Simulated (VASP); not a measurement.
# ReSb (zincblende type): single point with PBE

The system is ReSb (zincblende type).

```
Re Sb
1.0
     0.00000    2.54148    2.54148
     2.54148    0.00000    2.54148
     2.54148    2.54148    0.00000
Re Sb
1 1
Direct
  0.00000 0.00000 0.00000
  0.25000 0.25000 0.25000
```

- Program: VASP 6.6.1
- Task: single point
- Functional: PBE
- Potentials or basis: VASP PAW PBE potentials, release 64 (Re, Sb)
- Cutoff: 520 eV
- k mesh: 12 × 12 × 12
- Occupations: fermi-dirac, width 0.08 eV
- Spin: no spin polarisation
- Dipole correction: no
- Further INCAR settings: ALGO = Normal; EDIFF = 1e-06; NBANDS = 13

* Pressure: 147.6 GPa
* Band gap on the k mesh: 0.16 eV (least direct gap 0.23 eV)

Levels at points of the mesh, in eV from the valence-band top:
| k point | band 3 | band 4 | band 5 | band 6 | band 7 | band 8 | band 9 | band 10 |
| --- | --- | --- | --- | --- | --- | --- | --- | --- |
| (0.00, 0.00, 0.00) | -4.43 | -4.43 | -0.64 | -0.64 | 6.78 | 8.39 | 8.39 | 8.39 |
| (0.50, 0.00, 0.00) | -3.93 | -3.93 | -0.17 | -0.17 | 0.31 | 5.68 | 5.68 | 6.16 |
| (0.50, 0.50, 0.00) | -2.40 | -1.47 | -1.47 | -0.27 | 0.83 | 1.29 | 1.29 | 9.15 |

Run time: 58 s on 1 thread of Intel Xeon 8259CL, with other jobs on the host, peak memory 0.18 GiB.

Caveat: the cell stands under pressure; spin-orbit coupling is left out, which moves the levels of the heavy elements. A k mesh can miss the band edges.
